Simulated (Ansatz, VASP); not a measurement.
Two plane-wave programs on MoS2

File INCAR:

```
PREC = Accurate
ENCUT = 520
EDIFF = 1E-6
ISMEAR = 0
SIGMA = 0.05
LREAL = False
LASPH = True
NELM = 150
ALGO = Normal
ISIF = 2
LWAVE = False
LCHARG = False
MAGMOM = 0 0 0 0 0 0 0 0 0
LORBIT = 11
LSORBIT = True
GGA_COMPAT = False
LORBMOM = True
LMAXMIX = 4
GGA = PE
NBANDS = 39
```

The input KPOINTS:

```
Automatic mesh
0
Gamma
  8 8 8
```

Contents of POSCAR:

```
MoS2
1.0
    1.5809626950      0.9127692375      6.1274902416
   -1.5809626950      0.9127692375      6.1274902416
    0.0000000000     -1.8255384751      6.1274902416
Mo S
1 2
Direct
    0.0000063122      0.0000063122      0.0000063122
    0.7516939150      0.7516939150      0.7516939150
    0.5815997728      0.5815997728      0.5815997728
```

Input for Ansatz:

```yaml
crystal:
  lattice:
    - [1.580962695, 0.9127692375, 6.1274902416]
    - [-1.580962695, 0.9127692375, 6.1274902416]
    - [0.0, -1.8255384751, 6.1274902416]
  atoms:
    - { symbol: Mo, position: [6.3122e-06, 6.3122e-06, 6.3122e-06] }
    - { symbol: S, position: [0.751693915, 0.751693915, 0.751693915] }
    - { symbol: S, position: [0.5815997728, 0.5815997728, 0.5815997728] }
basis:
  ecutwfc: 420
  ecutrho_ratio: 4
kpoints:
  mp_grid: { grid: [8, 8, 8] }
hamiltonian:
  xc: pbe
scf:
  occupations: { method: gaussian, width: 0.05 }
output:
  forces: true
  stress: true
  eigenvalues: true
  populations: true
  topological_invariants: true
magnetization:
  noncollinear: true
  spin_orbit: true
```

Alike in both runs: task single point; functional PBE; k mesh 8 × 8 × 8; occupations gaussian, width 0.05 eV; non-collinear spin, spin-orbit coupling.

|  | VASP | Ansatz |
| --- | --- | --- |
| version | VASP 6.6.1 | Ansatz 0.2.0 |
| potentials or method | VASP PAW PBE potentials, release 64 (Mo_sv, S), cutoff 520 eV | plane waves, PAW |
| valence electrons in the cell | 26 | 26 |

```tsv
	VASP	Ansatz	Ansatz less VASP
pressure (GPa)	2.8	3.0	+0.11
rms of the force components (eV/Å)	0.005	0.000	-0.0051
net moment per atom (μB)	0.00	0.00	0.000
```

Atom by atom the forces differ by 0.005 eV/Å (rms over components).
